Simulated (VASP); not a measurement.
# Nb3O (Pm-3n) in VASP: notebook, part 2 of 2

VASP 6.6.1. The steps go on from the part before.

## (3) Single point, PBEsol

The input, INCAR:

```
SYSTEM = Nb3O
  PREC = Accurate
  ENCUT = 520
  EDIFF = 1E-7
  ISMEAR = -1
  SIGMA = 0.15
  LREAL = .FALSE.
  LASPH = .TRUE.
  NELM = 80
  ALGO = Normal
  ISIF = 2
  LWAVE = .FALSE.
  LCHARG = .TRUE.
  GGA = PS
  LELF = .TRUE.
  LVHAR = .TRUE.
  NBANDS = 55
```

The input, KPOINTS:

```
Automatic mesh
0
G
  8 8 8
  0 0 0
```

The input, POSCAR:

```
Nb3O
1.0
    4.9139558905      0.0000000000      0.0000000000
    0.0000000000      4.9139558905      0.0000000000
    0.0000000000      0.0000000000      4.9139558905
Nb O
6 2
Direct
    0.2500000000      0.0000000000      0.5000000000
    0.5000000000      0.7500000000      0.0000000000
    0.7500000000      0.0000000000      0.5000000000
    0.5000000000      0.2500000000      0.0000000000
    0.0000000000      0.5000000000      0.7500000000
    0.0000000000      0.5000000000      0.2500000000
    0.0000000000      0.0000000000      0.0000000000
    0.5000000000      0.5000000000      0.5000000000
```

Potentials or basis: VASP PAW PBE potentials, release 64 (Nb_sv, O).

Command:

```
> cat potpaw_PBE.64/Nb_sv/POTCAR potpaw_PBE.64/O/POTCAR > POTCAR
> mpirun -np 1 vasp_std > vasp.out
```

OUTCAR:

```text
SYSTEM = Nb3O
   PREC = Accurate
   ENCUT = 520
   EDIFF = 1E-7
   ISMEAR = -1
   LREAL = .FALSE.
   LASPH = .TRUE.
   NELM = 80
   ISIF = 2
   GGA = PS

 ion  position               nearest neighbor table
   1  0.250  0.000  0.500-   3 2.46   3 2.46   4 3.01   5 3.01   6 3.01   2 3.01   4 3.01   5 3.01
                             6 3.01   2 3.01
   2  0.500  0.750  0.000-   4 2.46   4 2.46   1 3.01   5 3.01   6 3.01   1 3.01   3 3.01   3 3.01
                             5 3.01   6 3.01
   3  0.750  0.000  0.500-   1 2.46   1 2.46   4 3.01   5 3.01   6 3.01   2 3.01   4 3.01   5 3.01
                             6 3.01   2 3.01
   4  0.500  0.250  0.000-   2 2.46   2 2.46   3 3.01   5 3.01   6 3.01   1 3.01   3 3.01   1 3.01
                             5 3.01   6 3.01
   5  0.000  0.500  0.750-   6 2.46   6 2.46   3 3.01   4 3.01   1 3.01   2 3.01   1 3.01   3 3.01
                             2 3.01   4 3.01
   6  0.000  0.500  0.250-   5 2.46   5 2.46   3 3.01   4 3.01   1 3.01   2 3.01   1 3.01   3 3.01
                             2 3.01   4 3.01
   7  0.000  0.000  0.000-
   8  0.500  0.500  0.500-

  LATTYP: Found a simple cubic cell.
 ALAT       =     4.9139558905

  Lattice vectors:

 A1 = (   4.9139558905,   0.0000000000,   0.0000000000)
 A2 = (   0.0000000000,   4.9139558905,   0.0000000000)
 A3 = (   0.0000000000,   0.0000000000,   4.9139558905)

Analysis of symmetry for initial positions (statically):
=====================================================================
 Subroutine PRICEL returns:
 Original cell was already a primitive cell.

 Routine SETGRP: Setting up the symmetry group for a
 simple cubic supercell.

 Subroutine GETGRP returns: Found 48 space group operations
 (whereof 24 operations were pure point group operations)
 out of a pool of 48 trial point group operations.

The static configuration has the point symmetry T_h .
 The point group associated with its full space group is O_h .

Analysis of symmetry for dynamics (positions and initial velocities):
=====================================================================
 Subroutine PRICEL returns:
 Original cell was already a primitive cell.

 Routine SETGRP: Setting up the symmetry group for a
 simple cubic supercell.

 Subroutine GETGRP returns: Found 48 space group operations
 (whereof 24 operations were pure point group operations)
 out of a pool of 48 trial point group operations.

The dynamic configuration has the point symmetry T_h .
 The point group associated with its full space group is O_h .

 Subroutine INISYM returns: Found 48 space group operations
 (whereof 24 operations are pure point group operations),
 and found     1 'primitive' translations

----------------------------------------------------------------------------------------

                                     Primitive cell

  volume of cell :     118.6571

  direct lattice vectors                    reciprocal lattice vectors
     4.913955890  0.000000000  0.000000000     0.203502030  0.000000000  0.000000000
     0.000000000  4.913955890  0.000000000     0.000000000  0.203502030  0.000000000
     0.000000000  0.000000000  4.913955890     0.000000000  0.000000000  0.203502030

  length of vectors
     4.913955890  4.913955890  4.913955890     0.203502030  0.203502030  0.203502030

[... 49 lines left out ...]
  0.000000  0.000000  0.000000      1.000000
  0.125000  0.000000  0.000000      6.000000
  0.250000  0.000000  0.000000      6.000000
  0.375000  0.000000  0.000000      6.000000
  0.500000  0.000000  0.000000      3.000000
  0.125000  0.125000  0.000000     12.000000
[... 16 lines left out ...]
  0.375000  0.375000  0.125000     24.000000
  0.500000  0.375000  0.125000     24.000000
 [... further k-points ...]
   k-points           NKPTS =     35   k-points in BZ     NKDIM =     35   number of bands    NBANDS=     55
   number of dos      NEDOS =    301   number of ions     NIONS =      8
   total plane-waves  NPLWV =  64000
   dimension x,y,z NGX =    40 NGY =   40 NGZ =   40
   dimension x,y,z NGXF=    80 NGYF=   80 NGZF=   80
   ions per type =               6   2
   NGX,Y,Z   is equivalent  to a cutoff of  13.53, 13.53, 13.53 a.u.
   NGXF,Y,Z  is equivalent  to a cutoff of  27.07, 27.07, 27.07 a.u.
 SYSTEM =  Nb3O
   PREC   = accura    normal or accurate (medium, high low for compatibility)
   ISTART =      0    job   : 0-new  1-cont  2-samecut
   ICHARG =      2    charge: 1-file 2-atom 10-const
   ISPIN  =      1    spin polarized calculation?
   LNONCOLLINEAR =      F non collinear calculations
   LSORBIT =      F    spin-orbit coupling
   LASPH  =      T    aspherical Exc in radial PAW
   ENCUT  =  520.0 eV  38.22 Ry    6.18 a.u.   9.14  9.14  9.14*2*pi/ulx,y,z
   NELM   =     80;   NELMIN=  2; NELMDL= -5     # of ELM steps
   EDIFF  = 0.1E-06   stopping-criterion for ELM
   LREAL  =      F    real-space projection
   EDIFFG = 0.1E-05   stopping-criterion for IOM
   NSW    =      0    number of steps for IOM
   IBRION =     -1    ionic relax: 0-MD 1-quasi-New 2-CG
   NFREE  =      0    steps in history (QN), initial steepest desc. (CG)
   ISIF   =      2    stress and relaxation
   ISYM   =      2    0-nonsym 1-usesym 2-fastsym
   POTIM  = 0.5000    time-step for ionic-motion
   TEBEG  =    0.0;   TEEND  =   0.0 temperature during run
   PSTRESS=    0.0 pullay stress
   NELECT =      90.0000    total number of electrons
   NUPDOWN=      -1.0000    fix difference up-down
   EMIN   =  10.00;   EMAX   =-10.00  energy-range for DOS
   EFERMI =   0.00;   METHOD = LEGACY
   ISMEAR =    -1;   SIGMA  =   0.15  broadening in eV -4-tet -1-fermi 0-gaus
   EFERMI_NEDOS =   21; number of points for ismear=-14 and -15
   IALGO  =     38    algorithm
   IMIX   =      4    mixing-type and parameters
     AMIX     =   0.40;   BMIX     =  1.00
     AMIX_MAG =   1.60;   BMIX_MAG =  1.00
  volume/ion in A,a.u.               =      14.83       100.09
  Fermi-wavevector in a.u.,A,eV,Ry     =   1.492993  2.821348 30.327765  2.229028
  Thomas-Fermi vector in A             =   2.605450
   LORBIT       =      0    0 simple, 1 ext, 2 COOP (PROOUT), +10 PAW based schemes
   GGA     = PS    functional components
   LHFCALC =     F    Hartree Fock is set to
   AEXX    =    0.0000 exact exchange contribution
   IVDW    =     0    specifies the selected vdW correction
   LEPSILON=     F    determine dielectric tensor
   LRPA    =     F    only Hartree local field effects (RPA)
 non-spin polarized calculation
  energy-cutoff  :      520.00
  volume of cell :      118.66
 maximum number of plane-waves:      3218
 NGX is ok and might be reduce to    40
   NGX = 19   NGY = 19   NGZ = 19

 number of electron      89.9999990 magnetization

 Free energy of the ion-electron system (eV)
  ---------------------------------------------------
  ext. energy  EPLUGINS =         0.00000000
  ---------------------------------------------------
  free energy    TOTEN  =       -75.11117902 eV

  energy without entropy =      -74.76368681  energy(sigma->0) =      -74.93743291

 E-fermi :  11.2767     XC(G=0): -12.7288

 val. band max:       11.2190963177   @ k =   0.5000   0.5000   0.0000
 cond. band min:      11.2838198212   @ k =   0.3750   0.3750   0.0000
 fundamental gap:      0.0647235035
 Fermi energy:        11.2766958735

 k-point     1 :       0.0000    0.0000    0.0000
  band No.  band energies     occupation
      1     -43.6394      2.00000
      2     -43.4609      2.00000
      3     -43.4609      2.00000
      4     -43.0067      2.00000
      5     -43.0067      2.00000
      6     -43.0067      2.00000
[... 1381 lines left out ...]
     54      13.1259      0.00001
     55      13.9187      0.00000

 [... further k-points ...]
[... 5 lines left out ...]
  --------------------------------------------------------------------------------------
  -------------------------------------------------------------------------------------
  Total       -0.1102313     -0.1102313     -0.1102313     -0.0000000      0.0000000      0.0000000
  in kB       -1.4884070     -1.4884070     -1.4884070     -0.0000000      0.0000000      0.0000000
  external PRESSURE =      -1.4884070 kB  Pullay stress =       0.0000000 kB

 VOLUME and BASIS-vectors are now :
 -----------------------------------------------------------------------------
  energy-cutoff  :      520.00
  volume of cell :      118.66
      direct lattice vectors                 reciprocal lattice vectors
     4.913955890  0.000000000  0.000000000     0.203502030  0.000000000  0.000000000
     0.000000000  4.913955890  0.000000000     0.000000000  0.203502030  0.000000000
     0.000000000  0.000000000  4.913955890     0.000000000  0.000000000  0.203502030

 POSITION                                       TOTAL-FORCE (eV/Angst)
 -----------------------------------------------------------------------------------
      1.22849      0.00000      2.45698        -0.000000      0.000000      0.000000
      2.45698      3.68547      0.00000         0.000000      0.000000      0.000000
      3.68547      0.00000      2.45698         0.000000     -0.000000     -0.000000
      2.45698      1.22849      0.00000        -0.000000     -0.000000      0.000000
      0.00000      2.45698      3.68547        -0.000000      0.000000     -0.000000
      0.00000      2.45698      1.22849        -0.000000      0.000000      0.000000
      0.00000      0.00000      0.00000         0.000000      0.000000      0.000000
      2.45698      2.45698      2.45698         0.000000      0.000000      0.000000
 -----------------------------------------------------------------------------------
    total drift:                                0.000000     -0.000000      0.000000

  FREE ENERGIE OF THE ION-ELECTRON SYSTEM (eV)
  ---------------------------------------------------
  free  energy   TOTEN  =       -75.1111790179 eV

  energy  without entropy=      -74.7636868075  energy(sigma->0) =      -74.93743291
```

Run time: 15 min. Hardware: 1 thread of Intel Xeon 8259CL, shared host; peak memory 0.3 GiB.

Results:

```yaml
Free_energy: -75.1112 eV
Pressure: -0.1 GPa
Band_gap_on_the_k_mesh: zero (bands 45 and 46 overlap by 0.46 eV)
```

Caveat: the PAW data sets were made with another functional, which shifts forces and pressure a little.

The gap in the log of VASP goes by the Fermi energy; the results here count the filled bands.